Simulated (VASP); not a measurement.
Set up this calculation in VASP 6.6.1, as the native input.

- Task: single point
- Functional: PBE
- Potentials or basis: VASP PAW PBE potentials, release 64 (Zr_sv, Zn, N)
- Cutoff: 520 eV
- k mesh: 6 × 6 × 6
- Occupations: gaussian, width 0.1 eV
- Spin: no spin polarisation
- Dipole correction: no
- Further INCAR settings: ALGO = Normal; EDIFF = 1e-06; NBANDS = 42

The structure of ZrZn4N lies in POSCAR:

```
ZrZn4N
1.0
    5.2503423032      0.0000000000      0.0000000000
   -2.6251711516      4.5469298131      0.0000000000
    0.0000000000      0.0000000000      3.6956219719
Zr Zn N
1 4 1
Direct
    0.0000000000      0.0000000000      0.0000000000
    0.6666666667      0.3333333333      0.0000000000
    0.0156853675      0.5078426837      0.5000000000
    0.4921573163      0.5078426837      0.5000000000
    0.4921573163      0.9843146325      0.5000000000
    0.3333333333      0.6666666667      0.0000000000
```

The cell was generated, and may not be a known phase.

One way to write it, as run:

INCAR

```
ALGO     = Normal         # electronic algorithm
EDIFF    = 1E-6           # SCF threshold, eV
ENCUT    = 520            # plane-wave cutoff, eV
GGA      = PE             # functional
ISIF     = 2              # what is computed and relaxed
ISMEAR   = 0              # smearing method
LASPH    = True           # aspherical terms in the spheres
LCHARG   = False          # write CHGCAR
LREAL    = False          # projectors in reciprocal space
LWAVE    = False          # write WAVECAR
NBANDS   = 42             # bands
NELM     = 80             # most SCF steps
PREC     = Accurate       # precision mode
SIGMA    = 0.1            # smearing width, eV
```

KPOINTS

```
k-points
0
Gamma
  6 6 6
```

Potentials or basis: VASP PAW PBE potentials, release 64 (Zr_sv, Zn, N).

Launch:

```console
$ cat potpaw_PBE.64/Zr_sv/POTCAR potpaw_PBE.64/Zn/POTCAR potpaw_PBE.64/N/POTCAR > POTCAR
$ mpirun -np 1 vasp_std > vasp.out
```

It gave:

* Pressure: 0.5 GPa
* Largest force: 0.027 eV/Å
* Band gap on the k mesh: zero (an odd number of electrons rules out a gap without spin polarisation)

Wall time 69 s on 1 thread of Intel(R) Xeon(R) Platinum 8488C (Sapphire Rapids) (shared host), peak memory 0.25 GiB.
